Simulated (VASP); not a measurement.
# Sc2Al (I4/mmm) in VASP: single point with r2SCAN

Aim: the single point of Sc2Al with r2SCAN.

Program: VASP 6.6.1. These are calculated values, not measurements. Logs are shortened: lines on timing, memory, paths and dates and some standing lists are left out, and cuts for length are marked.

## Step 1: The cell of the first run

The structure is tetragonal, space group I4/mmm (No. 139). Conventional cell: a = 3.713 Å, b = 3.713 Å, c = 9.108 Å, α = 90.00°, β = 90.00°, γ = 90.00°. Within 4.0 Å of Sc (site symmetry 4mm) lie 9 Sc at 3.01 to 3.71 Å and 5 Al at 3.03 to 3.05 Å. Al (site symmetry 4/mmm) has 10 Sc at 3.03 to 3.05 Å and 4 Al at 3.71 Å within 4.0 Å.

## Step 2: Single point, r2SCAN

POSCAR

```
Sc2Al
1.0
   -1.8564911907      1.8564911907      4.5542049521
    1.8564911907     -1.8564911907      4.5542049521
    1.8564911907      1.8564911907     -4.5542049521
Sc Al
2 1
Direct
    0.6650000000      0.6650000000      0.0000000000
    0.3350000000      0.3350000000      0.0000000000
    0.0000000000      0.0000000000      0.0000000000
```

INCAR.step1

```
  PREC = Accurate
  ENCUT = 520
  ISMEAR = 0
  SIGMA = 0.1
  LREAL = F
  LASPH = T
  NELM = 60
  NBANDS = 20
  GGA = PE
  ALGO = Normal
  EDIFF = 1E-4
  LWAVE = T
  LCHARG = F
```

INCAR.step2

```
  PREC = Accurate
  ENCUT = 520
  EDIFF = 1E-6
  ISMEAR = 0
  SIGMA = 0.1
  LREAL = F
  LASPH = T
  NELM = 60
  ALGO = Normal
  ISIF = 2
  LWAVE = F
  LCHARG = F
  METAGGA = R2SCAN
  LMIXTAU = T
  NBANDS = 20
  ISTART = 1
```

KPOINTS

```
Automatic mesh
0
Gamma
  6 6 6
```

Potentials or basis: VASP PAW PBE potentials, release 64 (Sc_sv, Al).

Launch:

```sh
$ cat potpaw_PBE.64/Sc_sv/POTCAR potpaw_PBE.64/Al/POTCAR > POTCAR
$ cp INCAR.step1 INCAR
$ mpirun -np 1 vasp_std > vasp.out
$ cp INCAR.step2 INCAR
$ mpirun -np 1 vasp_std > vasp.out
```

OUTCAR:

```text
PREC = Accurate
   ENCUT = 520
   EDIFF = 1E-6
   ISMEAR = 0
   LREAL = F
   LASPH = T
   NELM = 60
   ISIF = 2
   METAGGA = R2SCAN
   ISTART = 1

 ion  position               nearest neighbor table
   1  0.665  0.665  0.000-   2 3.01   3 3.03   3 3.03   3 3.03   3 3.03   2 3.05   2 3.05   2 3.05
                             2 3.05   3 3.05
   2  0.335  0.335  0.000-   1 3.01   3 3.03   3 3.03   3 3.03   3 3.03   1 3.05   1 3.05   1 3.05
                             1 3.05   3 3.05
   3  0.000  0.000  0.000-   1 3.03   1 3.03   2 3.03   1 3.03   2 3.03   2 3.03   1 3.03   2 3.03
                             1 3.05   2 3.05

  LATTYP: Found a body centered tetragonal cell.
 ALAT       =     3.7129823814
 C/A-ratio  =     2.4531250000

  Lattice vectors:

 A1 = (  -1.8564911907,   1.8564911907,   4.5542049521)
 A2 = (   1.8564911907,  -1.8564911907,   4.5542049521)
 A3 = (   1.8564911907,   1.8564911907,  -4.5542049521)

Analysis of symmetry for initial positions (statically):
=====================================================================
 Subroutine PRICEL returns:
 Original cell was already a primitive cell.

 Routine SETGRP: Setting up the symmetry group for a
 body centered tetragonal supercell.

 Subroutine GETGRP returns: Found 16 space group operations
 (whereof 16 operations were pure point group operations)
 out of a pool of 16 trial point group operations.

The static configuration has the point symmetry D_4h.

Analysis of symmetry for dynamics (positions and initial velocities):
=====================================================================
 Subroutine PRICEL returns:
 Original cell was already a primitive cell.

 Routine SETGRP: Setting up the symmetry group for a
 body centered tetragonal supercell.

 Subroutine GETGRP returns: Found 16 space group operations
 (whereof 16 operations were pure point group operations)
 out of a pool of 16 trial point group operations.

The dynamic configuration has the point symmetry D_4h.

 Subroutine INISYM returns: Found 16 space group operations
 (whereof 16 operations are pure point group operations),
 and found     1 'primitive' translations

----------------------------------------------------------------------------------------

                                     Primitive cell

  volume of cell :      62.7854

  direct lattice vectors                    reciprocal lattice vectors
    -1.856491191  1.856491191  4.554204952     0.000000000  0.269325275  0.109788647
     1.856491191 -1.856491191  4.554204952     0.269325275  0.000000000  0.109788647
     1.856491191  1.856491191 -4.554204952     0.269325275  0.269325275  0.000000000

  length of vectors
     5.256795776  5.256795776  5.256795776     0.290843000  0.290843000  0.380883456

  position of ions in fractional coordinates (direct lattice)
     0.665000000  0.665000000  0.000000000
     0.335000000  0.335000000  0.000000000
     0.000000000  0.000000000  0.000000000

  ion indices of the primitive-cell ions
   primitive index   ion index
                 1           1
                 2           2
                 3           3

----------------------------------------------------------------------------------------

 KPOINTS: Automatic mesh

Automatic generation of k-mesh.
 Grid dimensions read from file:
 generate k-points for:    6    6    6

 Generating k-lattice:

  Cartesian coordinates                     Fractional coordinates (reciprocal lattice)
     0.000000000  0.044887546  0.018298108     0.166666667  0.000000000  0.000000000
     0.044887546  0.000000000  0.018298108     0.000000000  0.166666667  0.000000000
     0.044887546  0.044887546  0.000000000     0.000000000  0.000000000  0.166666667

  Length of vectors
     0.048473833  0.048473833  0.063480576

  Shift w.r.t. Gamma in fractional coordinates (k-lattice)
     0.000000000  0.000000000  0.000000000

 Subroutine IBZKPT returns following result:
 ===========================================

 Found     30 irreducible k-points:

 Following reciprocal coordinates:
            Coordinates               Weight
  0.000000  0.000000  0.000000      1.000000
  0.166667 -0.000000  0.000000      8.000000
  0.333333 -0.000000  0.000000      8.000000
  0.500000 -0.000000  0.000000      4.000000
  0.166667  0.166667  0.000000      8.000000
  0.333333  0.166667  0.000000     16.000000
[... 16 lines left out ...]
 -0.333333 -0.333333  0.166667      8.000000
 -0.166667 -0.333333  0.166667      8.000000
 [... further k-points ...]
   k-points           NKPTS =     30   k-points in BZ     NKDIM =     30   number of bands    NBANDS=     20
   number of dos      NEDOS =    301   number of ions     NIONS =      3
   total plane-waves  NPLWV =  64000
   dimension x,y,z NGX =    40 NGY =   40 NGZ =   40
   dimension x,y,z NGXF=    80 NGYF=   80 NGZF=   80
   ions per type =               2   1
   NGX,Y,Z   is equivalent  to a cutoff of  12.65, 12.65, 12.65 a.u.
   NGXF,Y,Z  is equivalent  to a cutoff of  25.30, 25.30, 25.30 a.u.
 SYSTEM =  unknown system
   PREC   = accura    normal or accurate (medium, high low for compatibility)
   ISTART =      1    job   : 0-new  1-cont  2-samecut
   ICHARG =      0    charge: 1-file 2-atom 10-const
   ISPIN  =      1    spin polarized calculation?
   LNONCOLLINEAR =      F non collinear calculations
   LSORBIT =      F    spin-orbit coupling
   LASPH  =      T    aspherical Exc in radial PAW
   ENCUT  =  520.0 eV  38.22 Ry    6.18 a.u.   9.77  9.77  9.77*2*pi/ulx,y,z
   NELM   =     60;   NELMIN=  2; NELMDL=  0     # of ELM steps
   EDIFF  = 0.1E-05   stopping-criterion for ELM
   LREAL  =      F    real-space projection
   EDIFFG = 0.1E-04   stopping-criterion for IOM
   NSW    =      0    number of steps for IOM
   IBRION =     -1    ionic relax: 0-MD 1-quasi-New 2-CG
   NFREE  =      0    steps in history (QN), initial steepest desc. (CG)
   ISIF   =      2    stress and relaxation
   ISYM   =      2    0-nonsym 1-usesym 2-fastsym
   POTIM  = 0.5000    time-step for ionic-motion
   TEBEG  =    0.0;   TEEND  =   0.0 temperature during run
   PSTRESS=    0.0 pullay stress
   NELECT =      25.0000    total number of electrons
   NUPDOWN=      -1.0000    fix difference up-down
   EMIN   =  10.00;   EMAX   =-10.00  energy-range for DOS
   EFERMI =   0.00;   METHOD = LEGACY
   ISMEAR =     0;   SIGMA  =   0.10  broadening in eV -4-tet -1-fermi 0-gaus
   EFERMI_NEDOS =   21; number of points for ismear=-14 and -15
   IALGO  =     38    algorithm
   IMIX   =      4    mixing-type and parameters
     AMIX     =   0.40;   BMIX     =  1.00
     AMIX_MAG =   1.60;   BMIX_MAG =  1.00
  volume/ion in A,a.u.               =      20.93       141.23
  Fermi-wavevector in a.u.,A,eV,Ry     =   1.204394  2.275975 19.736146  1.450566
  Thomas-Fermi vector in A             =   2.340121
   LORBIT       =      0    0 simple, 1 ext, 2 COOP (PROOUT), +10 PAW based schemes
   METAGGA = R2SCAN    functional components
   LHFCALC =     F    Hartree Fock is set to
   AEXX    =    0.0000 exact exchange contribution
   IVDW    =     0    specifies the selected vdW correction
   LEPSILON=     F    determine dielectric tensor
   LRPA    =     F    only Hartree local field effects (RPA)
 non-spin polarized calculation
 Gauss-broadening in eV      SIGMA  =   0.10
  energy-cutoff  :      520.00
  volume of cell :       62.79
 maximum number of plane-waves:      1716
   NGX = 19   NGY = 19   NGZ = 19

 number of electron      25.0000000 magnetization

 Free energy of the ion-electron system (eV)
  ---------------------------------------------------
  ext. energy  EPLUGINS =         0.00000000
  ---------------------------------------------------
  free energy    TOTEN  =       -29.97342465 eV

  energy without entropy =      -29.95289216  energy(sigma->0) =      -29.96315841

 E-fermi :   5.0238     XC(G=0): -10.8623

 val. band max:        5.0156695219   @ k =   0.1667   0.1667   0.1667
 cond. band min:       5.0282024671   @ k =  -0.3333   0.3333   0.0000
 fundamental gap:      0.0125329452
 Fermi energy:         5.0238417066

 k-point     1 :       0.0000    0.0000    0.0000
  band No.  band energies     occupation
      1     -46.4353      2.00000
      2     -46.3163      2.00000
      3     -24.3293      2.00000
      4     -24.1084      2.00000
      5     -24.1084      2.00000
      6     -23.9620      2.00000
[... 12 lines left out ...]
     19       8.4986      0.00000
     20       9.0128      0.00000

 k-point     2 :       0.1667   -0.0000    0.0000
  band No.  band energies     occupation
      1     -46.4267      2.00000
      2     -46.3228      2.00000
      3     -24.3255      2.00000
      4     -24.1397      2.00000
      5     -24.0934      2.00000
      6     -23.9484      2.00000
[... 12 lines left out ...]
     19       8.5716      0.00000
     20       8.9535      0.00000

 k-point     3 :       0.3333   -0.0000    0.0000
  band No.  band energies     occupation
      1     -46.4047      2.00000
      2     -46.3407      2.00000
      3     -24.3237      2.00000
      4     -24.1843      2.00000
      5     -24.0535      2.00000
      6     -23.9685      2.00000
[... 12 lines left out ...]
     19       8.4877      0.00000
     20       8.9027      0.00000

 k-point     4 :       0.5000   -0.0000    0.0000
  band No.  band energies     occupation
      1     -46.3854      2.00000
      2     -46.3580      2.00000
      3     -24.3266      2.00000
      4     -24.2009      2.00000
      5     -24.0119      2.00000
      6     -23.9852      2.00000
[... 429 lines left out ...]
 k-point    23 :      -0.3333   -0.3333    0.1667
  band No.  band energies     occupation
      1     -46.4036      2.00000
      2     -46.3440      2.00000
      3     -24.2763      2.00000
      4     -24.1565      2.00000
      5     -24.1300      2.00000
      6     -24.0016      2.00000
[... 12 lines left out ...]
     19       8.3556      0.00000
     20       8.8248      0.00000

 k-point    24 :      -0.1667   -0.3333    0.1667
  band No.  band energies     occupation
      1     -46.4167      2.00000
      2     -46.3330      2.00000
      3     -24.2928      2.00000
      4     -24.1481      2.00000
      5     -24.1056      2.00000
      6     -23.9948      2.00000
[... 12 lines left out ...]
     19       8.7166      0.00000
     20       8.7792      0.00000

 [... further k-points ...]

------------------------ aborting loop because EDIFF is reached ----------------------------------------

  FORCE on cell =-STRESS in cart. coord.  units (eV):
  Direction    XX          YY          ZZ          XY          YZ          ZX
  --------------------------------------------------------------------------------------
  -------------------------------------------------------------------------------------
  Total       -0.0792730     -0.0792730      1.6625944      0.0000000      0.0000000      0.0000000
  in kB       -2.0229141     -2.0229141     42.4266308      0.0000000      0.0000000      0.0000000
  external PRESSURE =      12.7936009 kB  Pullay stress =       0.0000000 kB

 VOLUME and BASIS-vectors are now :
 -----------------------------------------------------------------------------
  energy-cutoff  :      520.00
  volume of cell :       62.79
      direct lattice vectors                 reciprocal lattice vectors
    -1.856491191  1.856491191  4.554204952     0.000000000  0.269325275  0.109788647
     1.856491191 -1.856491191  4.554204952     0.269325275  0.000000000  0.109788647
     1.856491191  1.856491191 -4.554204952     0.269325275  0.269325275  0.000000000

 POSITION                                       TOTAL-FORCE (eV/Angst)
 -----------------------------------------------------------------------------------
      0.00000      0.00000      6.05709        -0.000000     -0.000000     -0.257855
      0.00000      0.00000      3.05132         0.000000      0.000000      0.257855
      0.00000      0.00000      0.00000        -0.000000     -0.000000     -0.000000
 -----------------------------------------------------------------------------------
    total drift:                               -0.000000     -0.000000      0.000000

  FREE ENERGIE OF THE ION-ELECTRON SYSTEM (eV)
  ---------------------------------------------------
  free  energy   TOTEN  =       -29.9734246506 eV

  energy  without entropy=      -29.9528921642  energy(sigma->0) =      -29.96315841
```

Wall time 4.2 min (1 thread of Intel Xeon Platinum 8259CL at 2.50GHz (Skylake/Cascade Lake), shared host); peak memory 0.26 GiB.

What came out:

```
Free energy            : -29.9734 eV
Pressure               : 1.3 GPa
Largest force          : 0.258 eV/Å
Band gap on the k mesh : zero (an odd number of electrons rules out a gap without spin polarisation)
```

Forces in eV/Å, atoms in the order of the input:
```
Sc   0.000  0.000 -0.258
Sc   0.000  0.000  0.258
Al   0.000  0.000  0.000
```

Caveat: the PAW data sets were made with another functional, which shifts forces and pressure a little.
